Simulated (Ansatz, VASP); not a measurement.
## FeSi in VASP and in Ansatz

INCAR

```
SYSTEM = FeSi
PREC = Accurate
ENCUT = 600
EDIFF = 1E-6
ISMEAR = 0
SIGMA = 0.01
LREAL = .FALSE.
LASPH = .TRUE.
NELM = 100
ALGO = Normal
ISIF = 3
LWAVE = .FALSE.
LCHARG = .FALSE.
GGA = PS
IBRION = 2
NSW = 100
EDIFFG = -0.005
```

The input KPOINTS:

```
regular mesh
0
G
  8 8 8
  0 0 0
```

Contents of POSCAR:

```
FeSi
1.0
    4.4038281473      0.0000000000      0.0000000000
    0.0000000000      4.4038281473      0.0000000000
    0.0000000000      0.0000000000      4.4038281473
Fe Si
4 4
Direct
    0.1369947001      0.1369947001      0.1369947001
    0.3630052999      0.8630052999      0.6369947001
    0.6369947001      0.3630052999      0.8630052999
    0.8630052999      0.6369947001      0.3630052999
    0.8411203788      0.8411203788      0.8411203788
    0.6588796212      0.1588796212      0.3411203788
    0.3411203788      0.6588796212      0.1588796212
    0.1588796212      0.3411203788      0.6588796212
```

Input for Ansatz:

```yaml
crystal:
  lattice:
    - [4.4038281473, 0.0, 0.0]
    - [0.0, 4.4038281473, 0.0]
    - [0.0, 0.0, 4.4038281473]
  atoms:
    - { symbol: Fe, position: [0.1369947001, 0.1369947001, 0.1369947001] }
    - { symbol: Fe, position: [0.3630052999, 0.8630052999, 0.6369947001] }
    - { symbol: Fe, position: [0.6369947001, 0.3630052999, 0.8630052999] }
    - { symbol: Fe, position: [0.8630052999, 0.6369947001, 0.3630052999] }
    - { symbol: Si, position: [0.8411203788, 0.8411203788, 0.8411203788] }
    - { symbol: Si, position: [0.6588796212, 0.1588796212, 0.3411203788] }
    - { symbol: Si, position: [0.3411203788, 0.6588796212, 0.1588796212] }
    - { symbol: Si, position: [0.1588796212, 0.3411203788, 0.6588796212] }
basis:
  ecutwfc: 420
kpoints:
  mp_grid: { grid: [8, 8, 8] }
hamiltonian:
  xc: pbesol
scf:
  occupations: { method: gaussian, width: 0.01 }
output:
  forces: true
  stress: true
  eigenvalues: true
relax:
  adjacent_minimum: "off"
  f_tol: 0.005
  max_steps: 80
  cell: { stress_tol: 0.05 }
```

Alike in both runs: task relaxation of cell and atoms; functional PBEsol; k mesh 8 × 8 × 8; occupations gaussian, width 0.01 eV; no spin polarisation.

```csv
,VASP,Ansatz
version,VASP 6.6.1,Ansatz 0.2.0
potentials or method,"VASP PAW PBE potentials, release 64 (Fe, Si), cutoff 600 eV","scalar-relativistic, plane waves, PAW"
valence electrons in the cell,48,80
```

|  | VASP | Ansatz | Ansatz less VASP |
| --- | --- | --- | --- |
| gap on the k mesh at the Fermi level, each at its own relaxed structure (eV) | 0.14 | 0.15 | +0.010 |
| relaxed volume (Å³/atom) | 10.69 | 10.67 | -0.022 |
| relaxed cell length with the largest relative difference (Å) | 4.406 | 4.403 | -0.0030 |

VASP's potentials were made for PBE, not for PBEsol. VASP's potentials hold 48 valence electrons a cell and Ansatz's 80, so a difference there can come from the potentials and not from the codes.
